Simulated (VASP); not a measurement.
# CaO (Fm-3m) in VASP: single point with PBE

Aim: the single point of CaO with PBE.

Everything below comes from runs of VASP 6.6.1. Logs are shortened: lines on timing, memory, paths and dates and some standing lists are left out, and cuts for length are marked.

## (1) The cell of the first run

It takes space group Fm-3m (No. 225, cubic). Conventional cell: a = 4.829 Å, b = 4.829 Å, c = 4.829 Å, α = 90.00°, β = 90.00°, γ = 90.00°. Ca (site symmetry m-3m) has 6 O at 2.41 Å within 3.2 Å. Within 3.2 Å of O (site symmetry m-3m) lie 6 Ca at 2.41 Å.

## (2) Single point, PBE

Contents of INCAR:

```
ALGO = Normal
EDIFF = 1E-6
ENCUT = 520
GGA = PE
ISIF = 2
ISMEAR = -1
LASPH = True
LCHARG = False
LREAL = False
LWAVE = False
NBANDS = 15
NELM = 60
PREC = Accurate
SIGMA = 0.1
```

Contents of KPOINTS:

```
k-points
0
Gamma
  9 9 9
```

Contents of POSCAR:

```
CaO
1.0
    0.0000000000      2.4146530000      2.4146530000
    2.4146530000      0.0000000000      2.4146530000
    2.4146530000      2.4146530000      0.0000000000
Ca O
1 1
Direct
    0.0000000000      0.0000000000      0.0000000000
    0.5000000000      0.5000000000      0.5000000000
```

Potentials or basis: VASP PAW PBE potentials, release 64 (Ca_sv, O).

Started as:

```bash
$ cat potpaw_PBE.64/Ca_sv/POTCAR potpaw_PBE.64/O/POTCAR > POTCAR
$ mpirun -np 1 vasp_std > vasp.out
```

OUTCAR:

```text
EDIFF = 1E-6
   ENCUT = 520
   GGA = PE
   ISIF = 2
   ISMEAR = -1
   LASPH = True
   LREAL = False
   NELM = 60
   PREC = Accurate

 ion  position               nearest neighbor table
   1  0.000  0.000  0.000-   2 2.41   2 2.41   2 2.41   2 2.41   2 2.41   2 2.41
   2  0.500  0.500  0.500-   1 2.41   1 2.41   1 2.41   1 2.41   1 2.41   1 2.41

  LATTYP: Found a face centered cubic cell.
 ALAT       =     4.8293060000

  Lattice vectors:

 A1 = (   0.0000000000,   2.4146530000,   2.4146530000)
 A2 = (   2.4146530000,   0.0000000000,   2.4146530000)
 A3 = (   2.4146530000,   2.4146530000,   0.0000000000)

Analysis of symmetry for initial positions (statically):
=====================================================================
 Subroutine PRICEL returns:
 Original cell was already a primitive cell.

 Routine SETGRP: Setting up the symmetry group for a
 face centered cubic supercell.

 Subroutine GETGRP returns: Found 48 space group operations
 (whereof 48 operations were pure point group operations)
 out of a pool of 48 trial point group operations.

The static configuration has the point symmetry O_h .

Analysis of symmetry for dynamics (positions and initial velocities):
=====================================================================
 Subroutine PRICEL returns:
 Original cell was already a primitive cell.

 Routine SETGRP: Setting up the symmetry group for a
 face centered cubic supercell.

 Subroutine GETGRP returns: Found 48 space group operations
 (whereof 48 operations were pure point group operations)
 out of a pool of 48 trial point group operations.

The dynamic configuration has the point symmetry O_h .

 Subroutine INISYM returns: Found 48 space group operations
 (whereof 48 operations are pure point group operations),
 and found     1 'primitive' translations

----------------------------------------------------------------------------------------

                                     Primitive cell

  volume of cell :      28.1575

  direct lattice vectors                    reciprocal lattice vectors
     0.000000000  2.414653000  2.414653000    -0.207069090  0.207069090  0.207069090
     2.414653000  0.000000000  2.414653000     0.207069090 -0.207069090  0.207069090
     2.414653000  2.414653000  0.000000000     0.207069090  0.207069090 -0.207069090

  length of vectors
     3.414835021  3.414835021  3.414835021     0.358654185  0.358654185  0.358654185

  position of ions in fractional coordinates (direct lattice)
     0.000000000  0.000000000  0.000000000
     0.500000000  0.500000000  0.500000000

  ion indices of the primitive-cell ions
   primitive index   ion index
                 1           1
                 2           2

----------------------------------------------------------------------------------------

 KPOINTS: k-points

Automatic generation of k-mesh.
 Grid dimensions read from file:
 generate k-points for:    9    9    9

 Generating k-lattice:

  Cartesian coordinates                     Fractional coordinates (reciprocal lattice)
    -0.023007677  0.023007677  0.023007677     0.111111111  0.000000000  0.000000000
     0.023007677 -0.023007677  0.023007677     0.000000000  0.111111111  0.000000000
     0.023007677  0.023007677 -0.023007677     0.000000000  0.000000000  0.111111111

  Length of vectors
     0.039850465  0.039850465  0.039850465

  Shift w.r.t. Gamma in fractional coordinates (k-lattice)
     0.000000000  0.000000000  0.000000000

 Subroutine IBZKPT returns following result:
 ===========================================

 Found     35 irreducible k-points:

 Following reciprocal coordinates:
            Coordinates               Weight
  0.000000  0.000000  0.000000      1.000000
  0.111111  0.000000  0.000000      8.000000
  0.222222  0.000000  0.000000      8.000000
  0.333333  0.000000  0.000000      8.000000
  0.444444  0.000000  0.000000      8.000000
  0.111111  0.111111  0.000000      6.000000
[... 16 lines left out ...]
 -0.333333  0.333333  0.000000     12.000000
  0.444444  0.444444  0.000000      6.000000
 [... further k-points ...]
   k-points           NKPTS =     35   k-points in BZ     NKDIM =     35   number of bands    NBANDS=     15
   number of dos      NEDOS =    301   number of ions     NIONS =      2
   total plane-waves  NPLWV =  21952
   dimension x,y,z NGX =    28 NGY =   28 NGZ =   28
   dimension x,y,z NGXF=    56 NGYF=   56 NGZF=   56
   ions per type =               1   1
   NGX,Y,Z   is equivalent  to a cutoff of  13.63, 13.63, 13.63 a.u.
   NGXF,Y,Z  is equivalent  to a cutoff of  27.26, 27.26, 27.26 a.u.
 SYSTEM =  unknown system
   PREC   = accura    normal or accurate (medium, high low for compatibility)
   ISTART =      0    job   : 0-new  1-cont  2-samecut
   ICHARG =      2    charge: 1-file 2-atom 10-const
   ISPIN  =      1    spin polarized calculation?
   LNONCOLLINEAR =      F non collinear calculations
   LSORBIT =      F    spin-orbit coupling
   LASPH  =      T    aspherical Exc in radial PAW
   ENCUT  =  520.0 eV  38.22 Ry    6.18 a.u.   6.35  6.35  6.35*2*pi/ulx,y,z
   NELM   =     60;   NELMIN=  2; NELMDL= -5     # of ELM steps
   EDIFF  = 0.1E-05   stopping-criterion for ELM
   LREAL  =      F    real-space projection
   EDIFFG = 0.1E-04   stopping-criterion for IOM
   NSW    =      0    number of steps for IOM
   IBRION =     -1    ionic relax: 0-MD 1-quasi-New 2-CG
   NFREE  =      0    steps in history (QN), initial steepest desc. (CG)
   ISIF   =      2    stress and relaxation
   ISYM   =      2    0-nonsym 1-usesym 2-fastsym
   POTIM  = 0.5000    time-step for ionic-motion
   TEBEG  =    0.0;   TEEND  =   0.0 temperature during run
   PSTRESS=    0.0 pullay stress
   NELECT =      16.0000    total number of electrons
   NUPDOWN=      -1.0000    fix difference up-down
   EMIN   =  10.00;   EMAX   =-10.00  energy-range for DOS
   EFERMI =   0.00;   METHOD = LEGACY
   ISMEAR =    -1;   SIGMA  =   0.10  broadening in eV -4-tet -1-fermi 0-gaus
   EFERMI_NEDOS =   21; number of points for ismear=-14 and -15
   IALGO  =     38    algorithm
   IMIX   =      4    mixing-type and parameters
     AMIX     =   0.40;   BMIX     =  1.00
     AMIX_MAG =   1.60;   BMIX_MAG =  1.00
  volume/ion in A,a.u.               =      14.08        95.01
  Fermi-wavevector in a.u.,A,eV,Ry     =   1.355970  2.562412 25.016417  1.838655
  Thomas-Fermi vector in A             =   2.483013
   LORBIT       =      0    0 simple, 1 ext, 2 COOP (PROOUT), +10 PAW based schemes
   GGA     = PE    functional components
   LHFCALC =     F    Hartree Fock is set to
   AEXX    =    0.0000 exact exchange contribution
   IVDW    =     0    specifies the selected vdW correction
   LEPSILON=     F    determine dielectric tensor
   LRPA    =     F    only Hartree local field effects (RPA)
 non-spin polarized calculation
  energy-cutoff  :      520.00
  volume of cell :       28.16
 maximum number of plane-waves:       769
 NGX is ok and might be reduce to    28
   NGX = 13   NGY = 13   NGZ = 13

 number of electron      15.9999999 magnetization

 Free energy of the ion-electron system (eV)
  ---------------------------------------------------
  ext. energy  EPLUGINS =         0.00000000
  ---------------------------------------------------
  free energy    TOTEN  =       -12.80514860 eV

  energy without entropy =      -12.80514859  energy(sigma->0) =      -12.80514860

 E-fermi :   4.1516     XC(G=0): -10.4060

 val. band max:        2.2699338725   @ k =   0.0000   0.0000   0.0000
 cond. band min:       5.9647715588   @ k =   0.4444   0.4444   0.0000
 fundamental gap:      3.6948376864
 Fermi energy:         4.1515992828

 k-point     1 :       0.0000    0.0000    0.0000
  band No.  band energies     occupation
      1     -35.4262      2.00000
      2     -16.2001      2.00000
      3     -16.2001      2.00000
      4     -16.2001      2.00000
      5     -13.2348      2.00000
      6       2.2699      2.00000
      7       2.2699      2.00000
      8       2.2699      2.00000
      9       6.8680      0.00000
     10       8.4596      0.00000
     11       8.4596      0.00000
     12       8.4596      0.00000
     13       9.9385      0.00000
     14       9.9385      0.00000
     15      17.2520      0.00000

 k-point     2 :       0.1111    0.0000    0.0000
  band No.  band energies     occupation
      1     -35.4150      2.00000
      2     -16.3589      2.00000
      3     -16.2062      2.00000
      4     -16.2062      2.00000
      5     -13.0670      2.00000
      6       1.8380      2.00000
      7       2.1047      2.00000
      8       2.1047      2.00000
      9       7.4204      0.00000
     10       8.4223      0.00000
     11       8.6660      0.00000
     12       8.6660      0.00000
     13      10.2255      0.00000
     14      10.2255      0.00000
     15      17.7148      0.00000

 k-point     3 :       0.2222    0.0000    0.0000
  band No.  band energies     occupation
      1     -35.3866      2.00000
      2     -16.7044      2.00000
      3     -16.2218      2.00000
      4     -16.2218      2.00000
      5     -12.6980      2.00000
      6       0.9705      2.00000
      7       1.7264      2.00000
      8       1.7264      2.00000
      9       8.4009      0.00000
     10       8.7015      0.00000
     11       9.2239      0.00000
     12       9.2239      0.00000
     13      10.9469      0.00000
     14      10.9469      0.00000
     15      18.1708      0.00000
[... 343 lines left out ...]
 k-point    23 :      -0.3333    0.3333    0.0000
  band No.  band energies     occupation
      1     -35.3074      2.00000
      2     -16.8631      2.00000
      3     -16.6059      2.00000
      4     -16.3222      2.00000
      5     -12.4961      2.00000
      6       0.5621      2.00000
      7       1.1470      2.00000
      8       1.3214      2.00000
      9       8.2176      0.00000
     10       9.6138      0.00000
     11      10.8103      0.00000
     12      10.8875      0.00000
     13      12.2710      0.00000
     14      15.5198      0.00000
     15      15.9081      0.00000

 k-point    24 :       0.4444    0.4444    0.0000
  band No.  band energies     occupation
      1     -35.3047      2.00000
      2     -16.7775      2.00000
      3     -16.4106      2.00000
      4     -16.4106      2.00000
      5     -12.9600      2.00000
      6       0.8960      2.00000
      7       1.8930      2.00000
      8       1.8930      2.00000
      9       5.9648      0.00000
     10      10.1418      0.00000
     11      11.0417      0.00000
     12      11.6363      0.00000
     13      11.6363      0.00000
     14      13.2173      0.00000
     15      15.9299      0.00000

 [... further k-points ...]
[... 5 lines left out ...]
  --------------------------------------------------------------------------------------
  -------------------------------------------------------------------------------------
  Total        0.1106312      0.1106312      0.1106312      0.0000000      0.0000000      0.0000000
  in kB        6.2949730      6.2949730      6.2949730      0.0000000      0.0000000      0.0000000
  external PRESSURE =       6.2949730 kB  Pullay stress =       0.0000000 kB

 VOLUME and BASIS-vectors are now :
 -----------------------------------------------------------------------------
  energy-cutoff  :      520.00
  volume of cell :       28.16
      direct lattice vectors                 reciprocal lattice vectors
     0.000000000  2.414653000  2.414653000    -0.207069090  0.207069090  0.207069090
     2.414653000  0.000000000  2.414653000     0.207069090 -0.207069090  0.207069090
     2.414653000  2.414653000  0.000000000     0.207069090  0.207069090 -0.207069090

 POSITION                                       TOTAL-FORCE (eV/Angst)
 -----------------------------------------------------------------------------------
      0.00000      0.00000      0.00000        -0.000000      0.000000      0.000000
      2.41465      2.41465      2.41465         0.000000     -0.000000     -0.000000
 -----------------------------------------------------------------------------------
    total drift:                                0.000000      0.000000      0.000000

  FREE ENERGIE OF THE ION-ELECTRON SYSTEM (eV)
  ---------------------------------------------------
  free  energy   TOTEN  =       -12.8051485956 eV

  energy  without entropy=      -12.8051485945  energy(sigma->0) =      -12.80514860
```

Run time: 44 s. Hardware: 1 thread of Intel Xeon 8259CL, shared host; peak memory 0.16 GiB.

Results:

| Item | Value |
| --- | --- |
| Free energy | -12.8051 eV |
| Pressure | 0.6 GPa |
| Band gap on the k mesh | 3.69 eV (least direct gap 4.07 eV) |

Caveat: an odd mesh through Γ misses points on the zone boundary, where band edges can lie.
